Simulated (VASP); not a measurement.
# Ta (P6_3/mmc) in VASP: notebook, part 2 of 3

VASP 6.6.1. Earlier steps stand in the parts before.

### Step 3. Single point, LDA (17.01 Å³/atom)

This run uses another cell than the first one, of 17.01 Å³/atom.

INCAR reads:

```
SYSTEM = Ta
  PREC = Accurate
  ENCUT = 520
  EDIFF = 1E-6
  ISMEAR = -1
  SIGMA = 0.1
  LREAL = .False.
  LASPH = .True.
  NELM = 80
  ALGO = Normal
  ISIF = 2
  LWAVE = .False.
  LCHARG = .False.
  NBANDS = 30
```

KPOINTS reads:

```
Automatic mesh
0
Gamma
  14 14 4
  0 0 0
```

POSCAR reads:

```
Ta
1.0
    2.8179524516      0.0000000000      0.0000000000
   -1.4089762258      2.4404184097      0.0000000000
    0.0000000000      0.0000000000      9.8921038898
Ta
4
Direct
    0.0000000000      1.0000000000      1.0000000000
    0.0000000000      0.0000000000      0.5000000000
    0.3333333333      0.6666666667      0.2500000000
    0.6666666667      0.3333333333      0.7500000000
```

Potentials or basis: VASP PAW LDA potentials, release 64 (Ta_pv).

Command:

```
cat potpaw_LDA.64/Ta_pv/POTCAR > POTCAR
mpirun -np 1 vasp_std > vasp.out
```

OUTCAR:

```text
SYSTEM = Ta
   PREC = Accurate
   ENCUT = 520
   EDIFF = 1E-6
   ISMEAR = -1
   LREAL = .False.
   LASPH = .True.
   NELM = 80
   ISIF = 2

 ion  position               nearest neighbor table
   1  0.000  0.000  0.000-   3 2.96   4 2.96   3 2.96   4 2.96   4 2.96   3 2.96
   2  0.000  0.000  0.500-   3 2.96   4 2.96   3 2.96   4 2.96   4 2.96   3 2.96
   3  0.333  0.667  0.250-   1 2.96   2 2.96   1 2.96   2 2.96   1 2.96   2 2.96
   4  0.667  0.333  0.750-   1 2.96   2 2.96   1 2.96   2 2.96   1 2.96   2 2.96

  LATTYP: Found a hexagonal cell.
 ALAT       =     2.8179524516
[... 993 lines left out ...]
  --------------------------------------------------------------------------------------
  -------------------------------------------------------------------------------------
  Total        4.2145899      4.2145899      4.3206188      0.0000000     -0.0000000      0.0000000
  in kB       99.2611455     99.2611455    101.7583165      0.0000000     -0.0000000      0.0000000
  external PRESSURE =     100.0935359 kB  Pullay stress =       0.0000000 kB

 VOLUME and BASIS-vectors are now :
 -----------------------------------------------------------------------------
  energy-cutoff  :      520.00
  volume of cell :       68.03
      direct lattice vectors                 reciprocal lattice vectors
     2.817952452  0.000000000  0.000000000     0.354867592  0.204882900  0.000000000
    -1.408976226  2.440418410  0.000000000     0.000000000  0.409765799  0.000000000
     0.000000000  0.000000000  9.892103890     0.000000000  0.000000000  0.101090730

 POSITION                                       TOTAL-FORCE (eV/Angst)
 -----------------------------------------------------------------------------------
      0.00000      0.00000      0.00000        -0.000000      0.000000     -0.000000
      0.00000      0.00000      4.94605        -0.000000      0.000000     -0.000000
     -0.00000      1.62695      2.47303        -0.000000      0.000000      0.000000
      1.40898      0.81347      7.41908         0.000000      0.000000     -0.000000
 -----------------------------------------------------------------------------------
    total drift:                               -0.000000      0.000000     -0.000000

  FREE ENERGIE OF THE ION-ELECTRON SYSTEM (eV)
  ---------------------------------------------------
  free  energy   TOTEN  =       -50.1217202568 eV

  energy  without entropy=      -49.9707172473  energy(sigma->0) =      -50.04621875
```

stdout:

```text
POSCAR found type information on POSCAR Ta
 POSCAR found :  1 types and       4 ions
 scaLAPACK will be used
 LDA part: xc-table for (Slater(with rela. corr.)+CA(PZ))
 , standard interpolation
 POSCAR, INCAR and KPOINTS ok, starting setup
 FFT: planning ... GRIDC
 FFT: planning ... GRID_SOFT
 FFT: planning ... GRID
 WAVECAR not read
 entering main loop
```

It took 4.1 min on 1 thread of Intel Xeon 8259CL, shared host; peak memory 0.24 GiB.

Results:

- Free energy: -50.1217 eV
- Pressure: 10.0 GPa
- Band gap on the k mesh: zero (bands 22 and 23 overlap by 1.23 eV)

Levels at points of the mesh, in eV from the Fermi level:
```tsv
k point	band 18	band 19	band 20	band 21	band 22	band 23	band 24	band 25	band 26	band 27
(0.00, 0.00, 0.00)	-1.19	-0.55	0.38	0.38	0.51	0.51	0.52	0.88	0.88	1.03
(0.50, 0.00, 0.00)	-2.69	-2.46	-1.33	-0.27	0.53	0.68	2.16	2.70	2.76	2.99
(0.00, 0.00, 0.50)	-0.86	-0.43	-0.43	0.50	0.50	0.50	0.50	0.87	0.87	0.87
(0.50, 0.00, 0.50)	-3.52	-1.33	-1.33	0.74	0.74	1.22	1.22	1.62	1.62	4.87
```

Caveat: the cell stands under pressure; spin-orbit coupling is left out, which moves the levels of the heavy elements.

### Step 4. Single point, LDA (17.72 Å³/atom)

This run uses another cell than the first one, of 17.72 Å³/atom.

INCAR reads:

```
ALGO = Normal ; EDIFF = 1E-7
ENCUT = 520 ; GGA = CA
ISIF = 2 ; ISMEAR = -1
LASPH = T ; LCHARG = T
LELF = T ; LREAL = F
LVHAR = T ; LWAVE = F
NBANDS = 30 ; NELM = 60
PREC = Accurate ; SIGMA = 0.1
```

KPOINTS reads:

```
k-points
0
Gamma
  14 14 4
```

POSCAR reads:

```
Ta
1.0
    2.8565593374      0.0000000000      0.0000000000
   -1.4282796687      2.4738529536      0.0000000000
    0.0000000000      0.0000000000     10.0276290031
Ta
4
Direct
    0.0000000000      1.0000000000      1.0000000000
    0.0000000000      0.0000000000      0.5000000000
    0.3333333333      0.6666666667      0.2500000000
    0.6666666667      0.3333333333      0.7500000000
```

Potentials or basis: VASP PAW LDA potentials, release 64 (Ta_pv).

Command:

```
cat potpaw_LDA.64/Ta_pv/POTCAR > POTCAR
mpirun -np 1 vasp_std > vasp.out
```

OUTCAR:

```text
EDIFF = 1E-7
   ENCUT = 520
   GGA = CA
   ISIF = 2
   ISMEAR = -1
   LASPH = T
   LREAL = F
   NELM = 60
   PREC = Accurate

 ion  position               nearest neighbor table
   1  0.000  0.000  0.000-   3 3.00   4 3.00   3 3.00   4 3.00   4 3.00   3 3.00
   2  0.000  0.000  0.500-   3 3.00   4 3.00   3 3.00   4 3.00   4 3.00   3 3.00
   3  0.333  0.667  0.250-   1 3.00   2 3.00   1 3.00   2 3.00   1 3.00   2 3.00
   4  0.667  0.333  0.750-   1 3.00   2 3.00   1 3.00   2 3.00   1 3.00   2 3.00

  LATTYP: Found a hexagonal cell.
 ALAT       =     2.8565593374
 C/A-ratio  =     3.5103870841

  Lattice vectors:

 A1 = (   2.8565593374,   0.0000000000,   0.0000000000)
 A2 = (  -1.4282796687,   2.4738529536,   0.0000000000)
 A3 = (   0.0000000000,   0.0000000000,  10.0276290031)

Analysis of symmetry for initial positions (statically):
=====================================================================
 Subroutine PRICEL returns:
 Original cell was already a primitive cell.

 Routine SETGRP: Setting up the symmetry group for a
 hexagonal supercell.

 Subroutine GETGRP returns: Found 24 space group operations
 (whereof 12 operations were pure point group operations)
 out of a pool of 24 trial point group operations.

The static configuration has the point symmetry D_3d.
 The point group associated with its full space group is D_6h.

Analysis of symmetry for dynamics (positions and initial velocities):
=====================================================================
 Subroutine PRICEL returns:
 Original cell was already a primitive cell.

 Routine SETGRP: Setting up the symmetry group for a
 hexagonal supercell.

 Subroutine GETGRP returns: Found 24 space group operations
 (whereof 12 operations were pure point group operations)
 out of a pool of 24 trial point group operations.
[... 121 lines left out ...]
   ISMEAR =    -1;   SIGMA  =   0.10  broadening in eV -4-tet -1-fermi 0-gaus
   EFERMI_NEDOS =   21; number of points for ismear=-14 and -15
   IALGO  =     38    algorithm
   IMIX   =      4    mixing-type and parameters
     AMIX     =   0.40;   BMIX     =  1.00
     AMIX_MAG =   1.60;   BMIX_MAG =  1.00
  volume/ion in A,a.u.               =      17.72       119.55
  Fermi-wavevector in a.u.,A,eV,Ry     =   1.396649  2.639284 26.539909  1.950628
  Thomas-Fermi vector in A             =   2.519983
   LORBIT       =      0    0 simple, 1 ext, 2 COOP (PROOUT), +10 PAW based schemes
   GGA     = CA    functional components
   LHFCALC =     F    Hartree Fock is set to
   AEXX    =    0.0000 exact exchange contribution
   IVDW    =     0    specifies the selected vdW correction
   LEPSILON=     F    determine dielectric tensor
   LRPA    =     F    only Hartree local field effects (RPA)
 non-spin polarized calculation
  energy-cutoff  :      520.00
  volume of cell :       70.86
 maximum number of plane-waves:      1931
 NGX is ok and might be reduce to    24
   NGX = 11   NGY = 11   NGZ = 37

 number of electron      43.9999990 magnetization

 Free energy of the ion-electron system (eV)
  ---------------------------------------------------
  ext. energy  EPLUGINS =         0.00000000
  ---------------------------------------------------
  free energy    TOTEN  =       -50.21520532 eV

  energy without entropy =      -50.05842212  energy(sigma->0) =      -50.13681372

 E-fermi :   5.9340     XC(G=0): -12.8734

 val. band max:        5.9034747823   @ k =   0.2143   0.2143   0.2500
 cond. band min:       5.9378765622   @ k =   0.2857   0.2143   0.2500
 fundamental gap:      0.0344017799
 Fermi energy:         5.9340054319

 k-point     1 :       0.0000    0.0000    0.0000
  band No.  band energies     occupation
      1     -28.4540      2.00000
      2     -27.9771      2.00000
      3     -27.9121      2.00000
      4     -27.3948      2.00000
      5     -27.3390      2.00000
      6     -27.3390      2.00000
[... 781 lines left out ...]
     29      10.2599      0.00000
     30      10.8790      0.00000

 [... further k-points ...]

------------------------ aborting loop because EDIFF is reached ----------------------------------------

  FORCE on cell =-STRESS in cart. coord.  units (eV):
  Direction    XX          YY          ZZ          XY          YZ          ZX
  --------------------------------------------------------------------------------------
  -------------------------------------------------------------------------------------
  Total        0.3171071      0.3171071      0.3330019      0.0000000     -0.0000000      0.0000000
  in kB        7.1697039      7.1697039      7.5290805      0.0000000     -0.0000000      0.0000000
  external PRESSURE =       7.2894961 kB  Pullay stress =       0.0000000 kB

 VOLUME and BASIS-vectors are now :
 -----------------------------------------------------------------------------
  energy-cutoff  :      520.00
  volume of cell :       70.86
      direct lattice vectors                 reciprocal lattice vectors
     2.856559337  0.000000000  0.000000000     0.350071496  0.202113872  0.000000000
    -1.428279669  2.473852954  0.000000000     0.000000000  0.404227745  0.000000000
     0.000000000  0.000000000 10.027629003     0.000000000  0.000000000  0.099724471

 POSITION                                       TOTAL-FORCE (eV/Angst)
 -----------------------------------------------------------------------------------
      0.00000      0.00000      0.00000         0.000000      0.000000      0.000000
      0.00000      0.00000      5.01381         0.000000      0.000000      0.000000
     -0.00000      1.64924      2.50691         0.000000     -0.000000     -0.000000
      1.42828      0.82462      7.52072        -0.000000     -0.000000      0.000000
 -----------------------------------------------------------------------------------
    total drift:                               -0.000000      0.000000     -0.000000

  FREE ENERGIE OF THE ION-ELECTRON SYSTEM (eV)
  ---------------------------------------------------
  free  energy   TOTEN  =       -50.2152053196 eV

  energy  without entropy=      -50.0584221229  energy(sigma->0) =      -50.13681372
```

OSZICAR:

```text
N       E                     dE             d eps       ncg     rms          rms(c)
DAV:   1     0.413792907460E+03    0.41379E+03   -0.24371E+04  4336   0.153E+03
DAV:   2    -0.361233303599E+02   -0.44992E+03   -0.43921E+03  4844   0.448E+02
DAV:   3    -0.518534670745E+02   -0.15730E+02   -0.15111E+02  5450   0.754E+01
DAV:   4    -0.521411713075E+02   -0.28770E+00   -0.28502E+00  5210   0.941E+00
DAV:   5    -0.521474567269E+02   -0.62854E-02   -0.62796E-02  5398   0.115E+00    0.273E+01
DAV:   6    -0.506879142601E+02    0.14595E+01   -0.15874E+00  4938   0.891E+00    0.132E+01
DAV:   7    -0.502514928441E+02    0.43642E+00   -0.15344E+00  5002   0.830E+00    0.992E-01
DAV:   8    -0.502210091005E+02    0.30484E-01   -0.19106E-01  5492   0.312E+00    0.520E-01
DAV:   9    -0.502152130523E+02    0.57960E-02   -0.15851E-02  4968   0.925E-01    0.126E-01
DAV:  10    -0.502152229681E+02   -0.99159E-05   -0.53172E-04  5562   0.127E-01    0.831E-02
DAV:  11    -0.502152059269E+02    0.17041E-04   -0.73330E-05  5256   0.516E-02    0.215E-02
DAV:  12    -0.502152054492E+02    0.47773E-06   -0.30363E-06  5430   0.110E-02    0.586E-03
DAV:  13    -0.502152053251E+02    0.12406E-06   -0.43600E-07  4314   0.473E-03    0.101E-03
DAV:  14    -0.502152053196E+02    0.55697E-08   -0.30541E-08  3066   0.116E-03
   1 F= -.50215205E+02 E0= -.50136814E+02  d E =-.156783E+00
```

stdout:

```text
POSCAR found type information on POSCAR Ta
 POSCAR found :  1 types and       4 ions
 scaLAPACK will be used
 LDA part: xc-table for (Slater(with rela. corr.)+CA(PZ))
 , standard interpolation
 POSCAR, INCAR and KPOINTS ok, starting setup
 FFT: planning ... GRIDC
 FFT: planning ... GRID_SOFT
 FFT: planning ... GRID
 WAVECAR not read
 entering main loop
```

It took 5.4 min on 1 thread of Intel Xeon 8259CL, shared host; peak memory 0.24 GiB.

What came out:

```
Free energy            : -50.2152 eV
Pressure               : 0.7 GPa
Band gap on the k mesh : zero (bands 22 and 23 overlap by 1.12 eV)
```

Levels at points of the mesh, in eV from the Fermi level:
```
           k point  band 18  band 19  band 20  band 21  band 22  band 23  band 24  band 25  band 26  band 27
(0.00, 0.00, 0.00)    -1.13    -0.49     0.38     0.41     0.41     0.53     0.53     0.88     0.88     1.02
(0.50, 0.00, 0.00)    -2.56    -2.32    -1.23    -0.31     0.49     0.70     1.96     2.61     2.67     2.74
(0.00, 0.00, 0.50)    -0.78    -0.50    -0.50     0.52     0.52     0.52     0.52     0.87     0.87     0.87
(0.50, 0.00, 0.50)    -3.32    -1.24    -1.24     0.63     0.63     1.21     1.21     1.49     1.49     4.66
```

Caveat: spin-orbit coupling is left out, which moves the levels of the heavy elements.

[end of part 2 of 3]
